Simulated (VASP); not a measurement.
# Mg (Im-3m) in VASP: a series of runs

Runs on Mg. Level: PBE. Tasks: single point.

All numbers are computed with VASP 6.6.1; they aren't measurements. Logs are shortened: lines on timing, memory, paths and dates and some standing lists are left out, and cuts for length are marked.

## 1. The cell of the first run

Symmetry: Im-3m, No. 229, cubic system. Conventional cell: a = 3.995 Å, b = 3.995 Å, c = 3.995 Å, α = 90.00°, β = 90.00°, γ = 90.00°. Within 4.5 Å of Mg (site symmetry m-3m) lie 14 Mg at 3.46 to 3.99 Å.

This isn't the form of Mg at room conditions, which is hcp.

## 2. Single point, PBE (Ba replaced by Mg, lengths x 0.793, strained)

Input file INCAR:

```
  PREC = Accurate
  ENCUT = 520
  EDIFF = 1E-6
  ISMEAR = 0
  SIGMA = 0.1
  LREAL = False
  LASPH = True
  NELM = 100
  ALGO = Fast
  ISIF = 2
  LWAVE = False
  LCHARG = True
  GGA = PE
  LELF = True
  LVHAR = True
  NBANDS = 7
```

Input file KPOINTS:

```
Automatic mesh
0
Gamma
  14 14 14
```

Input file POSCAR:

```
Mg
1.0
   -1.9973689302      1.9973689302      1.9973689302
    1.9973689302     -1.9973689302      1.9973689302
    1.9973689302      1.9973689302     -1.9973689302
Mg
1
Direct
    0.0000000000      0.0000000000      0.0000000000
```

Potentials or basis: VASP PAW PBE potentials, release 64 (Mg).

Launch:

```sh
$ cat potpaw_PBE.64/Mg/POTCAR > POTCAR
$ mpirun -np 1 vasp_std > vasp.out
```

OUTCAR:

```text
PREC = Accurate
   ENCUT = 520
   EDIFF = 1E-6
   ISMEAR = 0
   LREAL = False
   LASPH = True
   NELM = 100
   ISIF = 2
   GGA = PE

 ion  position               nearest neighbor table
   1  0.000  0.000  0.000-

  LATTYP: Found a body centered cubic cell.
 ALAT       =     3.9947378604

  Lattice vectors:

 A1 = (  -1.9973689302,   1.9973689302,   1.9973689302)
 A2 = (   1.9973689302,  -1.9973689302,   1.9973689302)
 A3 = (   1.9973689302,   1.9973689302,  -1.9973689302)

Analysis of symmetry for initial positions (statically):
=====================================================================
 Subroutine PRICEL returns:
 Original cell was already a primitive cell.

 Routine SETGRP: Setting up the symmetry group for a
 body centered cubic supercell.

 Subroutine GETGRP returns: Found 48 space group operations
 (whereof 48 operations were pure point group operations)
 out of a pool of 48 trial point group operations.

The static configuration has the point symmetry O_h .

Analysis of symmetry for dynamics (positions and initial velocities):
=====================================================================
 Subroutine PRICEL returns:
 Original cell was already a primitive cell.

 Routine SETGRP: Setting up the symmetry group for a
 body centered cubic supercell.

 Subroutine GETGRP returns: Found 48 space group operations
 (whereof 48 operations were pure point group operations)
 out of a pool of 48 trial point group operations.

The dynamic configuration has the point symmetry O_h .

 Subroutine INISYM returns: Found 48 space group operations
 (whereof 48 operations are pure point group operations),
 and found     1 'primitive' translations

----------------------------------------------------------------------------------------

                                     Primitive cell

  volume of cell :      31.8739

  direct lattice vectors                    reciprocal lattice vectors
    -1.997368930  1.997368930  1.997368930     0.000000000  0.250329317  0.250329317
     1.997368930 -1.997368930  1.997368930     0.250329317  0.000000000  0.250329317
     1.997368930  1.997368930 -1.997368930     0.250329317  0.250329317  0.000000000

  length of vectors
     3.459544469  3.459544469  3.459544469     0.354019115  0.354019115  0.354019115

  position of ions in fractional coordinates (direct lattice)
     0.000000000  0.000000000  0.000000000

  ion indices of the primitive-cell ions
   primitive index   ion index
                 1           1

----------------------------------------------------------------------------------------

 KPOINTS: Automatic mesh

Automatic generation of k-mesh.
 Grid dimensions read from file:
 generate k-points for:   14   14   14

 Generating k-lattice:

  Cartesian coordinates                     Fractional coordinates (reciprocal lattice)
     0.000000000  0.017880665  0.017880665     0.071428571  0.000000000  0.000000000
     0.017880665  0.000000000  0.017880665     0.000000000  0.071428571  0.000000000
     0.017880665  0.017880665  0.000000000     0.000000000  0.000000000  0.071428571

  Length of vectors
     0.025287080  0.025287080  0.025287080

  Shift w.r.t. Gamma in fractional coordinates (k-lattice)
     0.000000000  0.000000000  0.000000000

 Subroutine IBZKPT returns following result:
 ===========================================

 Found    104 irreducible k-points:

 Following reciprocal coordinates:
            Coordinates               Weight
  0.000000  0.000000  0.000000      1.000000
  0.071429  0.000000  0.000000     12.000000
  0.142857  0.000000  0.000000     12.000000
  0.214286  0.000000  0.000000     12.000000
  0.285714  0.000000  0.000000     12.000000
  0.357143  0.000000  0.000000     12.000000
[... 16 lines left out ...]
  0.285714  0.285714  0.000000     24.000000
  0.357143  0.285714  0.000000     24.000000
 [... further k-points ...]
   k-points           NKPTS =    104   k-points in BZ     NKDIM =    104   number of bands    NBANDS=      7
   number of dos      NEDOS =    301   number of ions     NIONS =      1
   total plane-waves  NPLWV =  21952
   dimension x,y,z NGX =    28 NGY =   28 NGZ =   28
   dimension x,y,z NGXF=    56 NGYF=   56 NGZF=   56
   ions per type =               1
   NGX,Y,Z   is equivalent  to a cutoff of  13.46, 13.46, 13.46 a.u.
   NGXF,Y,Z  is equivalent  to a cutoff of  26.91, 26.91, 26.91 a.u.
 SYSTEM =  unknown system
   PREC   = accura    normal or accurate (medium, high low for compatibility)
   ISTART =      0    job   : 0-new  1-cont  2-samecut
   ICHARG =      2    charge: 1-file 2-atom 10-const
   ISPIN  =      1    spin polarized calculation?
   LNONCOLLINEAR =      F non collinear calculations
   LSORBIT =      F    spin-orbit coupling
   LASPH  =      T    aspherical Exc in radial PAW
   ENCUT  =  520.0 eV  38.22 Ry    6.18 a.u.   6.43  6.43  6.43*2*pi/ulx,y,z
   NELM   =    100;   NELMIN=  2; NELMDL= -5     # of ELM steps
   EDIFF  = 0.1E-05   stopping-criterion for ELM
   LREAL  =      F    real-space projection
   EDIFFG = 0.1E-04   stopping-criterion for IOM
   NSW    =      0    number of steps for IOM
   IBRION =     -1    ionic relax: 0-MD 1-quasi-New 2-CG
   NFREE  =      0    steps in history (QN), initial steepest desc. (CG)
   ISIF   =      2    stress and relaxation
   ISYM   =      2    0-nonsym 1-usesym 2-fastsym
   POTIM  = 0.5000    time-step for ionic-motion
   TEBEG  =    0.0;   TEEND  =   0.0 temperature during run
   PSTRESS=    0.0 pullay stress
   NELECT =       2.0000    total number of electrons
   NUPDOWN=      -1.0000    fix difference up-down
   EMIN   =  10.00;   EMAX   =-10.00  energy-range for DOS
   EFERMI =   0.00;   METHOD = LEGACY
   ISMEAR =     0;   SIGMA  =   0.10  broadening in eV -4-tet -1-fermi 0-gaus
   EFERMI_NEDOS =   21; number of points for ismear=-14 and -15
   IALGO  =     68    algorithm
   IMIX   =      4    mixing-type and parameters
     AMIX     =   0.40;   BMIX     =  1.00
     AMIX_MAG =   1.60;   BMIX_MAG =  1.00
  volume/ion in A,a.u.               =      31.87       215.10
  Fermi-wavevector in a.u.,A,eV,Ry     =   0.650539  1.229340  5.757996  0.423201
  Thomas-Fermi vector in A             =   1.719850
   LORBIT       =      0    0 simple, 1 ext, 2 COOP (PROOUT), +10 PAW based schemes
   GGA     = PE    functional components
   LHFCALC =     F    Hartree Fock is set to
   AEXX    =    0.0000 exact exchange contribution
   IVDW    =     0    specifies the selected vdW correction
   LEPSILON=     F    determine dielectric tensor
   LRPA    =     F    only Hartree local field effects (RPA)
 non-spin polarized calculation
 RMM-DIIS sequential band-by-band and
 Gauss-broadening in eV      SIGMA  =   0.10
  energy-cutoff  :      520.00
  volume of cell :       31.87
 maximum number of plane-waves:       889
 NGX is ok and might be reduce to    28
   NGX = 13   NGY = 13   NGZ = 13

 number of electron       2.0000000 magnetization

 Free energy of the ion-electron system (eV)
  ---------------------------------------------------
  ext. energy  EPLUGINS =         0.00000000
  ---------------------------------------------------
  free energy    TOTEN  =        -1.25772991 eV

  energy without entropy =       -1.25511681  energy(sigma->0) =       -1.25642336

 E-fermi :   1.1395     XC(G=0):  -7.5340

 val. band max:        1.1273173735   @ k =  -0.4286  -0.4286   0.1429
 cond. band min:       1.1964230759   @ k =  -0.4286  -0.4286   0.1429
 fundamental gap:      0.0691057024
 Fermi energy:         1.1394975217

 k-point     1 :       0.0000    0.0000    0.0000
  band No.  band energies     occupation
      1      -4.5004      2.00000
      2      12.1331      0.00000
      3      12.1331      0.00000
      4      12.1331      0.00000
      5      12.4161      0.00000
      6      12.4161      0.00000
      7      12.4161      0.00000

 k-point     2 :       0.0714    0.0000    0.0000
  band No.  band energies     occupation
      1      -4.4041      2.00000
      2      10.6710      0.00000
      3      11.1946      0.00000
      4      11.6828      0.00000
      5      12.0760      0.00000
      6      12.8581      0.00000
      7      13.2788      0.00000

 k-point     3 :       0.1429    0.0000    0.0000
  band No.  band energies     occupation
      1      -4.1157      2.00000
      2       8.6743      0.00000
      3      10.2950      0.00000
      4      10.8741      0.00000
      5      11.3753      0.00000
      6      12.1569      0.00000
      7      13.7780      0.00000

 k-point     4 :       0.2143    0.0000    0.0000
  band No.  band energies     occupation
      1      -3.6362      2.00000
      2       6.6866      0.00000
      3       9.5591      0.00000
      4      10.1106      0.00000
      5      10.6822      0.00000
      6      11.4955      0.00000
      7      14.2513      0.00000

 k-point     5 :       0.2857    0.0000    0.0000
  band No.  band energies     occupation
      1      -2.9678      2.00000
      2       4.8162      0.00000
      3       8.9881      0.00000
      4       9.4889      0.00000
      5      10.1116      0.00000
      6      10.9413      0.00000
      7      14.8035      0.00000

 k-point     6 :       0.3571    0.0000    0.0000
  band No.  band energies     occupation
      1      -2.1131      2.00000
      2       3.0940      0.00000
      3       8.5812      0.00000
      4       9.0360      0.00000
      5       9.6948      0.00000
      6      10.5246      0.00000
      7      15.5214      0.00000

 k-point     7 :       0.4286    0.0000    0.0000
  band No.  band energies     occupation
      1      -1.0752      2.00000
      2       1.5334      0.00000
      3       8.3375      0.00000
      4       8.7617      0.00000
      5       9.4423      0.00000
      6      10.2667      0.00000
      7      16.3713      0.00000
[... 121 lines left out ...]
 k-point    20 :       0.2143    0.2143    0.0000
  band No.  band energies     occupation
      1      -1.9237      2.00000
      2       4.4706      0.00000
      3       4.6202      0.00000
      4       8.2725      0.00000
      5      12.1365      0.00000
      6      12.1891      0.00000
      7      15.6170      0.00000

 k-point    21 :       0.2857    0.2143    0.0000
  band No.  band energies     occupation
      1      -0.9811      2.00000
      2       2.9087      0.00000
      3       4.1884      0.00000
      4       7.9334      0.00000
      5      11.8480      0.00000
      6      12.9744      0.00000
      7      15.3787      0.00000

 k-point    22 :       0.3571    0.2143   -0.0000
  band No.  band energies     occupation
      1       0.1415      2.00000
      2       1.4412      0.00002
      3       4.0053      0.00000
      4       7.7620      0.00000
      5      11.6841      0.00000
      6      13.8497      0.00000
      7      14.8889      0.00000

 k-point    23 :       0.2857    0.2857    0.0000
  band No.  band energies     occupation
      1       0.0484      2.00000
      2       2.5750      0.00000
      3       2.7025      0.00000
      4       7.6799      0.00000
      5      12.7588      0.00000
      6      12.8029      0.00000
      7      15.0201      0.00000

 k-point    24 :       0.3571    0.2857    0.0000
  band No.  band energies     occupation
      1       1.2190      0.26059
      2       1.2917      0.03131
      3       2.5509      0.00000
      4       7.5946      0.00000
      5      12.7072      0.00000
      6      13.8082      0.00000
      7      13.9145      0.00000

 [... further k-points ...]

------------------------ aborting loop because EDIFF is reached ----------------------------------------

  FORCE on cell =-STRESS in cart. coord.  units (eV):
  Direction    XX          YY          ZZ          XY          YZ          ZX
  --------------------------------------------------------------------------------------
  -------------------------------------------------------------------------------------
  Total       -1.1549814     -1.1549814     -1.1549814     -0.0000000      0.0000000      0.0000000
  in kB      -58.0564812    -58.0564812    -58.0564812     -0.0000000      0.0000000      0.0000000
  external PRESSURE =     -58.0564812 kB  Pullay stress =       0.0000000 kB

 VOLUME and BASIS-vectors are now :
 -----------------------------------------------------------------------------
  energy-cutoff  :      520.00
  volume of cell :       31.87
      direct lattice vectors                 reciprocal lattice vectors
    -1.997368930  1.997368930  1.997368930     0.000000000  0.250329317  0.250329317
     1.997368930 -1.997368930  1.997368930     0.250329317  0.000000000  0.250329317
     1.997368930  1.997368930 -1.997368930     0.250329317  0.250329317  0.000000000

 POSITION                                       TOTAL-FORCE (eV/Angst)
 -----------------------------------------------------------------------------------
      0.00000      0.00000      0.00000        -0.000000      0.000000      0.000000
 -----------------------------------------------------------------------------------
    total drift:                                0.000000     -0.000000     -0.000000

  FREE ENERGIE OF THE ION-ELECTRON SYSTEM (eV)
  ---------------------------------------------------
  free  energy   TOTEN  =        -1.2577299107 eV

  energy  without entropy=       -1.2551168105  energy(sigma->0) =       -1.25642336
```

Run time: 9.3 s. Hardware: 1 thread of Intel Xeon Platinum 8481C at 2.70GHz (Sapphire Rapids), shared host; peak memory 0.16 GiB.

What came out:

- Free energy: -1.2577 eV
- Pressure: -5.8 GPa
- Band gap on the k mesh: zero (bands 1 and 2 overlap by 4.03 eV)

Levels at points of the mesh, in eV from the Fermi level:
```
           k point  band 1  band 2  band 3  band 4  band 5
(0.00, 0.00, 0.00)   -5.64   10.99   10.99   10.99   11.28
(0.50, 0.00, 0.00)   -1.01   -0.99    7.12    7.53    8.22
(0.50, 0.50, 0.50)    3.04    3.04    3.04    3.89    3.89
```

Caveat: the cell differs from its parent crystal (Ba replaced by Mg, lengths x 0.793, strained); the cell stands under tension.

## 3. Single point, PBE (Ba replaced by Mg, lengths x 0.793, strained)

Input file INCAR:

```
SYSTEM = Mg
ALGO     = Normal         ! electronic algorithm
EDIFF    = 1E-7           ! SCF threshold, eV
ENCUT    = 520            ! plane-wave cutoff, eV
GGA      = PE             ! functional
ISIF     = 2              ! what is computed and relaxed
ISMEAR   = 0              ! smearing method
LASPH    = .True.         ! aspherical terms in the spheres
LCHARG   = .False.        ! write CHGCAR
LREAL    = .False.        ! projectors in reciprocal space
LWAVE    = .False.        ! write WAVECAR
NBANDS   = 7              ! bands
NELM     = 100            ! most SCF steps
PREC     = Accurate       ! precision mode
SIGMA    = 0.1            ! smearing width, eV
```

Input file KPOINTS:

```
k-points
0
Gamma
  14 14 14
  0 0 0
```

Input file POSCAR:

```
Mg
1.0
   -2.0458312326      2.0458312326      2.0458312326
    2.0458312326     -2.0458312326      2.0458312326
    2.0458312326      2.0458312326     -2.0458312326
Mg
1
Direct
    0.0000000000      0.0000000000      0.0000000000
```

Potentials or basis: VASP PAW PBE potentials, release 64 (Mg).

Launch:

```sh
$ cat potpaw_PBE.64/Mg/POTCAR > POTCAR
$ mpirun -np 1 vasp_std > vasp.out
```

It took 9.5 s on 1 thread of Intel Xeon Platinum 8481C at 2.70GHz (Sapphire Rapids), shared host; peak memory 0.16 GiB.

It converged, with:

- Free energy: -1.1702 eV
- Pressure: -5.9 GPa
- Band gap on the k mesh: zero (bands 1 and 2 overlap by 3.80 eV)

Levels at points of the mesh, in eV from the Fermi level:
```tsv
k point	band 1	band 2	band 3	band 4
(0.00, 0.00, 0.00)	-5.38	10.58	10.58	10.58
(0.50, 0.00, 0.00)	-1.01	-0.90	6.72	7.32
(0.50, 0.50, 0.50)	2.90	2.90	2.90	3.86
```

Caveat: the cell differs from its parent crystal (Ba replaced by Mg, lengths x 0.793, strained); the cell stands under tension.
